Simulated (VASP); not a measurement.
Runs of VASP 6.6.1 on IrO2. Symmetry: P4_2/mnm, No. 136, tetragonal system. The conventional cell has a = 4.505 Å, b = 4.505 Å, c = 3.159 Å, α = 90.00°, β = 90.00°, γ = 90.00°. Ir (site symmetry mmm) has 6 O at 1.96 to 2.00 Å within 2.6 Å. O (site symmetry m2m) has 3 Ir at 1.96 to 2.00 Å and 1 O at 2.45 Å within 2.6 Å. 

```tsv
k mesh	gap on the mesh (eV)	pressure (GPa)	largest force (eV/Å)
4 × 4 × 6	none	-1.9	0.15
2 × 2 × 2	none	-5.2	0.92
6 × 6 × 9	none	-1.9	0.15
5 × 5 × 7	none	-1.8	0.15
2 × 2 × 3	none	-1.6	(a)
3 × 3 × 4	none	(b)	0.14
```

Alike in all rows: task single point; level PBEsol; potentials or basis VASP PAW PBE potentials, release 64 (Ir, O); no spin polarisation; cell as given; cutoff (eV) 600; smearing fermi-dirac 0.1 eV.

Q: Fill in the values left out.

A: (a) 0.01; (b) -2.1.

Caveats: some runs use coarse meshes; the PAW data sets were made with another functional, which shifts forces and pressure a little; spin-orbit coupling is left out, which moves the levels of the heavy elements.

A k mesh can miss the band edges, and the runs leave out spin-orbit coupling on Ir.

A gap of «none» marks levels without a gap at the run's occupations.
